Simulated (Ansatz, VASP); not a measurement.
# C in VASP and in Ansatz

File INCAR:

```
SYSTEM = C
PREC = Accurate ; ENCUT = 520
EDIFF = 1E-7 ; ISMEAR = 0
SIGMA = 0.1 ; LREAL = .False.
LASPH = .True. ; NELM = 100
ALGO = Normal ; ISIF = 2
LWAVE = .False. ; LCHARG = .False.
GGA = PE ; NBANDS = 26
```

Contents of KPOINTS:

```
Automatic mesh
0
Gamma
  4 4 4
  0 0 0
```

Contents of POSCAR:

```
C
1.0
    2.4683138478      2.4683138478     -2.4877391965
   -2.4683138478      2.4683138478      2.4877391965
    2.4683138478     -2.4683138478      2.4877391965
C
8
Direct
    0.5000000000      0.5889064086      0.4110935914
    0.3221871828      0.1610935914      0.1610935914
    0.6778128172      0.8389064086      0.8389064086
    0.5000000000      0.9110935914      0.0889064086
    0.0000000000      0.1610935914      0.8389064086
    0.1778128172      0.5889064086      0.0889064086
    0.8221871828      0.9110935914      0.4110935914
    1.0000000000      0.8389064086      0.1610935914
```

Input for Ansatz:

```yaml
crystal:
  lattice:
    - [2.4683138478, 2.4683138478, -2.4877391965]
    - [-2.4683138478, 2.4683138478, 2.4877391965]
    - [2.4683138478, -2.4683138478, 2.4877391965]
  atoms:
    - { symbol: C, position: [0.5, 0.5889064086, 0.4110935914] }
    - { symbol: C, position: [0.3221871828, 0.1610935914, 0.1610935914] }
    - { symbol: C, position: [0.6778128172, 0.8389064086, 0.8389064086] }
    - { symbol: C, position: [0.5, 0.9110935914, 0.0889064086] }
    - { symbol: C, position: [0.0, 0.1610935914, 0.8389064086] }
    - { symbol: C, position: [0.1778128172, 0.5889064086, 0.0889064086] }
    - { symbol: C, position: [0.8221871828, 0.9110935914, 0.4110935914] }
    - { symbol: C, position: [1.0, 0.8389064086, 0.1610935914] }
basis:
  ecutwfc: 420
kpoints:
  mp_grid: { grid: [4, 4, 4] }
hamiltonian:
  xc: pbe
scf:
  occupations: { method: gaussian, width: 0.1 }
  lower_state_search: "off"
output:
  forces: true
  stress: true
  eigenvalues: true
```

Alike in both runs: task single point; functional PBE; k mesh 4 × 4 × 4; occupations gaussian, width 0.1 eV; no spin polarisation.

```csv
,VASP,Ansatz
version,VASP 6.6.1,Ansatz 0.2.0
potentials or method,"VASP PAW PBE potentials, release 64 (C), cutoff 520 eV","scalar-relativistic, plane waves, PAW"
valence electrons in the cell,32,32
```

Ansatz gave:

| Item | Value |
| --- | --- |
| gap on the k mesh at the Fermi level (eV) | 3.28 |
| least direct gap on the mesh (eV) | 3.53 |
| pressure (GPa) | 0.0 |
| traceless stress, the component that is largest in VASP (GPa) | -0.02 |
| rms of the force components (eV/Å) | 0.000 |

Problem. Estimate VASP's values.

Solution. gap on the k mesh at the Fermi level (eV): 3.27; least direct gap on the mesh (eV): 3.52; pressure (GPa): 0.5; traceless stress, the component that is largest in VASP (GPa): -0.10; rms of the force components (eV/Å): 0.012.

Atom by atom the forces differ by 0.013 eV/Å (rms over components).

The k mesh is coarse, so the values compare programs but aren't converged.
